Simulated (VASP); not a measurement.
Write the native input for VASP 6.6.1 that does the following.

| Item | Value |
| --- | --- |
| Task | relaxation of cell and atoms |
| Functional | PBE |
| Potentials or basis | VASP PAW PBE potentials, release 64 (Zr_sv) |
| Cutoff | 600 eV |
| k mesh | 15 × 15 × 15 |
| Occupations | fermi-dirac, width 0.08 eV |
| Spin | no spin polarisation |
| Target pressure | 26 GPa |
| Dipole correction | no |
| Further INCAR settings | ALGO = Normal; EDIFF = 1e-07; IBRION = 2; EDIFFG = -0.005; NSW = 32; ISIF = 3 |

The structure of Zr lies in POSCAR:

```
Zr
1.0
   -2.5717046134      2.5717046134      1.4282666691
    2.5717046134     -2.5717046134      1.4282666691
    2.5717046134      2.5717046134     -1.4282666691
Zr
2
Direct
   -0.3750000000     -0.1250000000     -0.2500000000
    0.3750000000      0.1250000000      0.2500000000
```

These files were run (other wordings do the same):

INCAR

```
PREC = Accurate ; ENCUT = 600
EDIFF = 1E-7 ; ISMEAR = -1
SIGMA = 0.08 ; LREAL = False
LASPH = True ; NELM = 60
ALGO = Normal ; ISIF = 3
LWAVE = False ; LCHARG = False
GGA = PE ; IBRION = 2
NSW = 32 ; EDIFFG = -0.005
PSTRESS = 260.0
```

KPOINTS

```
Automatic mesh
0
Gamma
  15 15 15
```

Potentials or basis: VASP PAW PBE potentials, release 64 (Zr_sv).

The run is started by

```sh
$ cat potpaw_PBE.64/Zr_sv/POTCAR > POTCAR
$ mpirun -np 1 vasp_std > vasp.out
```

It gave:

| Item | Value |
| --- | --- |
| Relaxed volume | 18.92 Å³/atom |
| Relaxed cell | a = 3.910 Å, b = 3.910 Å, c = 3.910 Å, α = 97.67°, β = 97.67°, γ = 137.15° |
| Space group after relaxing (to 0.05 Å) | I4_1/amd (No. 141) |
| Energy change on relaxing (the enthalpy is what falls) | -3.8 meV/atom |
| Ionic steps | 4 |
| Pressure after relaxing | 26.0 GPa |
| Band gap on the k mesh | zero (band 12 reaches 11.34 eV, above the bottom of band 13 at 10.15 eV) |

Caveat: the cell is relaxed towards a set pressure, so the enthalpy falls and the energy may rise.

It took 6.3 min on 1 thread of Intel Xeon 6975P-C, on a shared host, peak memory 0.32 GiB.
